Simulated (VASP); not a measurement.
# F (Fm-3m) in VASP: notebook

The runs below take F through single point, with PBEsol.

All numbers are computed with VASP 6.6.1; they aren't measurements. Logs are shortened: lines on timing, memory, paths and dates and some standing lists are left out, and cuts for length are marked.

### 1 The cell of the first run

Symmetry: Fm-3m, No. 225, cubic system. The conventional cell has a = 2.808 Å, b = 2.808 Å, c = 2.808 Å, α = 90.00°, β = 90.00°, γ = 90.00°. Within 2.6 Å of F (site symmetry m-3m) lie 12 F at 1.99 Å.

### 2 Single point, PBEsol (volume scaled by 0.6)

INCAR

```
SYSTEM = F
PREC     = Accurate       ! precision mode
ENCUT    = 520            ! plane-wave cutoff, eV
EDIFF    = 1E-6           ! SCF threshold, eV
ISMEAR   = -1             ! smearing method
SIGMA    = 0.08           ! smearing width, eV
LREAL    = .False.        ! projectors in reciprocal space
LASPH    = .True.         ! aspherical terms in the spheres
NELM     = 80             ! most SCF steps
ALGO     = Normal         ! electronic algorithm
ISIF     = 2              ! what is computed and relaxed
LWAVE    = .False.        ! write WAVECAR
LCHARG   = .False.        ! write CHGCAR
GGA      = PS             ! functional
NBANDS   = 10             ! bands
```

KPOINTS

```
regular mesh
0
Gamma
  19 19 19
  0 0 0
```

POSCAR

```
F
1.0
    0.0000000000      1.4041523111      1.4041523111
    1.4041523111      0.0000000000      1.4041523111
    1.4041523111      1.4041523111      0.0000000000
F
1
Direct
    0.0000000000      0.0000000000      0.0000000000
```

Potentials or basis: VASP PAW PBE potentials, release 64 (F).

Run with:

```console
$ cat potpaw_PBE.64/F/POTCAR > POTCAR
$ mpirun -np 1 vasp_std > vasp.out
```

OUTCAR:

```text
SYSTEM = F
   PREC = Accurate
   ENCUT = 520
   EDIFF = 1E-6
   ISMEAR = -1
   LREAL = .False.
   LASPH = .True.
   NELM = 80
   ISIF = 2
   GGA = PS

 ion  position               nearest neighbor table
   1  0.000  0.000  0.000-

  LATTYP: Found a face centered cubic cell.
 ALAT       =     2.8083046222

  Lattice vectors:

 A1 = (   0.0000000000,   1.4041523111,   1.4041523111)
 A2 = (   1.4041523111,   0.0000000000,   1.4041523111)
 A3 = (   1.4041523111,   1.4041523111,   0.0000000000)

Analysis of symmetry for initial positions (statically):
=====================================================================
 Subroutine PRICEL returns:
 Original cell was already a primitive cell.

 Routine SETGRP: Setting up the symmetry group for a
 face centered cubic supercell.

 Subroutine GETGRP returns: Found 48 space group operations
 (whereof 48 operations were pure point group operations)
 out of a pool of 48 trial point group operations.

The static configuration has the point symmetry O_h .

Analysis of symmetry for dynamics (positions and initial velocities):
=====================================================================
 Subroutine PRICEL returns:
 Original cell was already a primitive cell.

 Routine SETGRP: Setting up the symmetry group for a
 face centered cubic supercell.

 Subroutine GETGRP returns: Found 48 space group operations
 (whereof 48 operations were pure point group operations)
 out of a pool of 48 trial point group operations.

The dynamic configuration has the point symmetry O_h .

 Subroutine INISYM returns: Found 48 space group operations
 (whereof 48 operations are pure point group operations),
 and found     1 'primitive' translations

----------------------------------------------------------------------------------------

                                     Primitive cell

  volume of cell :       5.5370

  direct lattice vectors                    reciprocal lattice vectors
     0.000000000  1.404152311  1.404152311    -0.356086727  0.356086727  0.356086727
     1.404152311  0.000000000  1.404152311     0.356086727 -0.356086727  0.356086727
     1.404152311  1.404152311  0.000000000     0.356086727  0.356086727 -0.356086727

  length of vectors
     1.985771242  1.985771242  1.985771242     0.616760302  0.616760302  0.616760302

  position of ions in fractional coordinates (direct lattice)
     0.000000000  0.000000000  0.000000000

  ion indices of the primitive-cell ions
   primitive index   ion index
                 1           1

----------------------------------------------------------------------------------------

 KPOINTS: regular mesh

Automatic generation of k-mesh.
 Grid dimensions read from file:
 generate k-points for:   19   19   19

 Generating k-lattice:

  Cartesian coordinates                     Fractional coordinates (reciprocal lattice)
    -0.018741407  0.018741407  0.018741407     0.052631579  0.000000000  0.000000000
     0.018741407 -0.018741407  0.018741407     0.000000000  0.052631579  0.000000000
     0.018741407  0.018741407 -0.018741407     0.000000000  0.000000000  0.052631579

  Length of vectors
     0.032461069  0.032461069  0.032461069

  Shift w.r.t. Gamma in fractional coordinates (k-lattice)
     0.000000000  0.000000000  0.000000000

 Subroutine IBZKPT returns following result:
 ===========================================

 Found    220 irreducible k-points:

 Following reciprocal coordinates:
            Coordinates               Weight
  0.000000  0.000000  0.000000      1.000000
  0.052632  0.000000  0.000000      8.000000
  0.105263  0.000000  0.000000      8.000000
  0.157895  0.000000  0.000000      8.000000
  0.210526  0.000000  0.000000      8.000000
  0.263158  0.000000  0.000000      8.000000
[... 16 lines left out ...]
 -0.315789  0.052632  0.000000     24.000000
 -0.263158  0.052632  0.000000     24.000000
 [... further k-points ...]
   k-points           NKPTS =    220   k-points in BZ     NKDIM =    220   number of bands    NBANDS=     10
   number of dos      NEDOS =    301   number of ions     NIONS =      1
   total plane-waves  NPLWV =   4096
   dimension x,y,z NGX =    16 NGY =   16 NGZ =   16
   dimension x,y,z NGXF=    32 NGYF=   32 NGZF=   32
   ions per type =               1
   NGX,Y,Z   is equivalent  to a cutoff of  13.39, 13.39, 13.39 a.u.
   NGXF,Y,Z  is equivalent  to a cutoff of  26.79, 26.79, 26.79 a.u.
 SYSTEM =  F
   PREC   = accura    normal or accurate (medium, high low for compatibility)
   ISTART =      0    job   : 0-new  1-cont  2-samecut
   ICHARG =      2    charge: 1-file 2-atom 10-const
   ISPIN  =      1    spin polarized calculation?
   LNONCOLLINEAR =      F non collinear calculations
   LSORBIT =      F    spin-orbit coupling
   LASPH  =      T    aspherical Exc in radial PAW
   ENCUT  =  520.0 eV  38.22 Ry    6.18 a.u.   3.69  3.69  3.69*2*pi/ulx,y,z
   NELM   =     80;   NELMIN=  2; NELMDL= -5     # of ELM steps
   EDIFF  = 0.1E-05   stopping-criterion for ELM
   LREAL  =      F    real-space projection
   EDIFFG = 0.1E-04   stopping-criterion for IOM
   NSW    =      0    number of steps for IOM
   IBRION =     -1    ionic relax: 0-MD 1-quasi-New 2-CG
   NFREE  =      0    steps in history (QN), initial steepest desc. (CG)
   ISIF   =      2    stress and relaxation
   ISYM   =      2    0-nonsym 1-usesym 2-fastsym
   POTIM  = 0.5000    time-step for ionic-motion
   TEBEG  =    0.0;   TEEND  =   0.0 temperature during run
   PSTRESS=    0.0 pullay stress
   NELECT =       7.0000    total number of electrons
   NUPDOWN=      -1.0000    fix difference up-down
   EMIN   =  10.00;   EMAX   =-10.00  energy-range for DOS
   EFERMI =   0.00;   METHOD = LEGACY
   ISMEAR =    -1;   SIGMA  =   0.08  broadening in eV -4-tet -1-fermi 0-gaus
   EFERMI_NEDOS =   21; number of points for ismear=-14 and -15
   IALGO  =     38    algorithm
   IMIX   =      4    mixing-type and parameters
     AMIX     =   0.40;   BMIX     =  1.00
     AMIX_MAG =   1.60;   BMIX_MAG =  1.00
  volume/ion in A,a.u.               =       5.54        37.37
  Fermi-wavevector in a.u.,A,eV,Ry     =   1.770177  3.345149 42.634205  3.133526
  Thomas-Fermi vector in A             =   2.837019
   LORBIT       =      0    0 simple, 1 ext, 2 COOP (PROOUT), +10 PAW based schemes
   GGA     = PS    functional components
   LHFCALC =     F    Hartree Fock is set to
   AEXX    =    0.0000 exact exchange contribution
   IVDW    =     0    specifies the selected vdW correction
   LEPSILON=     F    determine dielectric tensor
   LRPA    =     F    only Hartree local field effects (RPA)
 non-spin polarized calculation
  energy-cutoff  :      520.00
  volume of cell :        5.54
 maximum number of plane-waves:       169
   NGX =  7   NGY =  7   NGZ =  7

 number of electron       7.0000009 magnetization

 Free energy of the ion-electron system (eV)
  ---------------------------------------------------
  ext. energy  EPLUGINS =         0.00000000
  ---------------------------------------------------
  free energy    TOTEN  =        -0.01725760 eV

  energy without entropy =        0.00536881  energy(sigma->0) =       -0.00594440

 E-fermi :   4.0343     XC(G=0): -14.3500

 val. band max:        4.0305159832   @ k =  -0.4211   0.1579   0.0526
 cond. band min:       4.0448325097   @ k =  -0.4211   0.1579   0.0000
 fundamental gap:      0.0143165265
 Fermi energy:         4.0343204510

 k-point     1 :       0.0000    0.0000    0.0000
  band No.  band energies     occupation
      1     -23.6234      2.00000
      2       5.3992      0.00000
      3       5.3992      0.00000
      4       5.3992      0.00000
      5      25.9234      0.00000
      6      47.0351      0.00000
      7      47.0351      0.00000
      8      47.0351      0.00000
      9      52.5751      0.00000
     10      62.5289      0.00000

 k-point     2 :       0.0526    0.0000    0.0000
  band No.  band energies     occupation
      1     -23.5194      2.00000
      2       5.1149      0.00000
      3       5.3704      0.00000
      4       5.3704      0.00000
      5      26.1136      0.00000
      6      45.4584      0.00000
      7      47.1577      0.00000
      8      47.1577      0.00000
      9      54.3133      0.00000
     10      59.9992      0.00000

 k-point     3 :       0.1053    0.0000    0.0000
  band No.  band energies     occupation
      1     -23.2147      2.00000
      2       4.3008      0.06900
      3       5.2858      0.00000
      4       5.2858      0.00000
      5      26.6311      0.00000
      6      42.8565      0.00000
      7      47.4381      0.00000
      8      47.4381      0.00000
      9      56.4962      0.00000
     10      57.7374      0.00000

 k-point     4 :       0.1579    0.0000    0.0000
  band No.  band energies     occupation
      1     -22.7171      2.00000
      2       3.0604      1.99999
      3       5.1577      0.00000
      4       5.1577      0.00000
      5      27.3739      0.00000
      6      40.4138      0.00000
      7      47.6142      0.00000
      8      47.6142      0.00000
      9      55.8288      0.00000
     10      56.3559      0.00000
[... 222 lines left out ...]
 k-point    22 :      -0.3684    0.0526    0.0000
  band No.  band energies     occupation
      1     -19.0494      2.00000
      2      -3.8733      2.00000
      3       4.1779      0.28492
      4       4.5749      0.00232
      5      30.3012      0.00000
      6      34.4472      0.00000
      7      43.3758      0.00000
      8      44.7495      0.00000
      9      52.9288      0.00000
     10      61.0292      0.00000

 k-point    23 :      -0.3158    0.0526    0.0000
  band No.  band energies     occupation
      1     -19.9346      2.00000
      2      -2.3948      2.00000
      3       4.2714      0.09817
      4       4.7338      0.00032
      5      29.9367      0.00000
      6      35.1532      0.00000
      7      43.9782      0.00000
      8      45.5343      0.00000
      9      53.4967      0.00000
     10      58.2109      0.00000

 k-point    24 :      -0.2632    0.0526    0.0000
  band No.  band energies     occupation
      1     -20.8526      2.00000
      2      -0.7295      2.00000
      3       4.4132      0.01740
      4       4.9068      0.00004
      5      29.3525      0.00000
      6      36.2224      0.00000
      7      44.7840      0.00000
      8      46.5480      0.00000
      9      54.3054      0.00000
     10      55.8421      0.00000

 [... further k-points ...]
[... 5 lines left out ...]
  --------------------------------------------------------------------------------------
  -------------------------------------------------------------------------------------
  Total        4.6353902      4.6353902      4.6353902      0.0000000      0.0000000      0.0000000
  in kB     1341.2947719   1341.2947719   1341.2947719      0.0000000      0.0000000      0.0000000
  external PRESSURE =    1341.2947719 kB  Pullay stress =       0.0000000 kB

 VOLUME and BASIS-vectors are now :
 -----------------------------------------------------------------------------
  energy-cutoff  :      520.00
  volume of cell :        5.54
      direct lattice vectors                 reciprocal lattice vectors
     0.000000000  1.404152311  1.404152311    -0.356086727  0.356086727  0.356086727
     1.404152311  0.000000000  1.404152311     0.356086727 -0.356086727  0.356086727
     1.404152311  1.404152311  0.000000000     0.356086727  0.356086727 -0.356086727

 POSITION                                       TOTAL-FORCE (eV/Angst)
 -----------------------------------------------------------------------------------
      0.00000      0.00000      0.00000         0.000000      0.000000      0.000000
 -----------------------------------------------------------------------------------
    total drift:                               -0.000000      0.000000      0.000000

  FREE ENERGIE OF THE ION-ELECTRON SYSTEM (eV)
  ---------------------------------------------------
  free  energy   TOTEN  =        -0.0172576049 eV

  energy  without entropy=        0.0053688078  energy(sigma->0) =       -0.00594440
```

Wall time 2.6 s (1 thread of Intel Xeon 6975P-C (Granite Rapids), shared host); peak memory 0.11 GiB.

What came out:

* Free energy: -0.0173 eV
* Pressure: 134.1 GPa

Caveat: the PAW data sets were made with another functional, which shifts forces and pressure a little; an odd number of electrons without spin polarisation forces a metal; a magnetic or distorted state may lie lower.

### 3 Single point, PBEsol (volume scaled by 0.68)

INCAR

```
PREC     = Accurate       # precision mode
ENCUT    = 520            # plane-wave cutoff, eV
EDIFF    = 1E-7           # SCF threshold, eV
ISMEAR   = -1             # smearing method
SIGMA    = 0.08           # smearing width, eV
LREAL    = F              # projectors in reciprocal space
LASPH    = T              # aspherical terms in the spheres
NELM     = 100            # most SCF steps
ALGO     = Normal         # electronic algorithm
ISIF     = 2              # what is computed and relaxed
LWAVE    = F              # write WAVECAR
LCHARG   = T              # write CHGCAR
GGA      = PS             # functional
LELF     = T              # ELF
LVHAR    = T            
NBANDS   = 10             # bands
```

KPOINTS

```
regular mesh
0
Gamma
  19 19 19
```

POSCAR

```
F
1.0
    0.0000000000      1.4639742566      1.4639742566
    1.4639742566      0.0000000000      1.4639742566
    1.4639742566      1.4639742566      0.0000000000
F
1
Direct
    0.0000000000      0.0000000000      0.0000000000
```

Potentials or basis: VASP PAW PBE potentials, release 64 (F).

Run with:

```console
$ cat potpaw_PBE.64/F/POTCAR > POTCAR
$ mpirun -np 1 vasp_std > vasp.out
```

Run time: 3.2 s. Hardware: 1 thread of Intel Xeon 6975P-C (Granite Rapids), shared host; peak memory 0.11 GiB.

The run converged. Its results:

```
Free energy : -0.4880 eV
Pressure    : 73.1 GPa
```

Levels at points of the mesh, in eV from the Fermi level:
| k point | band 1 | band 2 | band 3 | band 4 | band 5 | band 6 | band 7 | band 8 | band 9 |
| --- | --- | --- | --- | --- | --- | --- | --- | --- | --- |
| (0.00, 0.00, 0.00) | -25.91 | 1.13 | 1.13 | 1.13 | 19.50 | 41.21 | 41.21 | 41.21 | 46.33 |

Caveat: the PAW data sets were made with another functional, which shifts forces and pressure a little; an odd number of electrons without spin polarisation forces a metal; a magnetic or distorted state may lie lower.

### 4 Single point, PBEsol (volume scaled by 0.68)

INCAR

```
SYSTEM = F
PREC = Accurate
ENCUT = 520
EDIFF = 1E-6
ISMEAR = -1
SIGMA = 0.08
LREAL = .False.
LASPH = .True.
NELM = 80
ALGO = Normal
ISIF = 2
LWAVE = .False.
LCHARG = .False.
GGA = PS
NBANDS = 10
```

KPOINTS

```
Automatic mesh
0
Gamma
  19 19 19
  0 0 0
```

POSCAR is that of step 3.

Run with:

```console
$ cat potpaw_PBE.64/F/POTCAR > POTCAR
$ mpirun -np 1 vasp_std > vasp.out
```

Run time: 2.6 s. Hardware: 1 thread of Intel Xeon 6975P-C (Granite Rapids), shared host; peak memory 0.11 GiB.

The run converged. Its results:

| Quantity | Value |
| --- | --- |
| Free energy | -0.4880 eV |
| Pressure | 73.1 GPa |

Levels at points of the mesh, in eV from the Fermi level:
```csv
k point,band 1,band 2,band 3,band 4,band 5,band 6,band 7,band 8
"(0.00, 0.00, 0.00)",-25.91,1.13,1.13,1.13,19.50,41.21,41.21,41.21
```

Caveat: the PAW data sets were made with another functional, which shifts forces and pressure a little; an odd number of electrons without spin polarisation forces a metal; a magnetic or distorted state may lie lower.

### 5 Single point, PBEsol (volume scaled by 0.76)

INCAR

```
SYSTEM = F
  ALGO = Normal
  EDIFF = 1E-7
  ENCUT = 520
  GGA = PS
  ISIF = 2
  ISMEAR = -1
  LASPH = .TRUE.
  LCHARG = .TRUE.
  LELF = .TRUE.
  LREAL = .FALSE.
  LVHAR = .TRUE.
  LWAVE = .FALSE.
  NBANDS = 10
  NELM = 100
  PREC = Accurate
  SIGMA = 0.08
```

KPOINTS

```
k-points
0
G
  19 19 19
  0 0 0
```

POSCAR

```
F
1.0
    0.0000000000      1.5192701313      1.5192701313
    1.5192701313      0.0000000000      1.5192701313
    1.5192701313      1.5192701313      0.0000000000
F
1
Direct
    0.0000000000      0.0000000000      0.0000000000
```

Run with:

```console
$ cat potpaw_PBE.64/F/POTCAR > POTCAR
$ mpirun -np 1 vasp_std > vasp.out
```

Run time: 3.1 s. Hardware: 1 thread of Intel Xeon 6975P-C (Granite Rapids), shared host; peak memory 0.12 GiB.

It converged, with:

```yaml
Free_energy: -0.7437 eV
Pressure: 38.4 GPa
```

Levels at points of the mesh, in eV from the Fermi level:
```tsv
k point	band 1	band 2	band 3	band 4	band 5	band 6	band 7	band 8
(0.00, 0.00, 0.00)	-24.59	0.96	0.96	0.96	17.69	39.67	39.67	39.67
```

Caveat: the PAW data sets were made with another functional, which shifts forces and pressure a little; an odd number of electrons without spin polarisation forces a metal; a magnetic or distorted state may lie lower.

(Continued in part 2 of 2.)
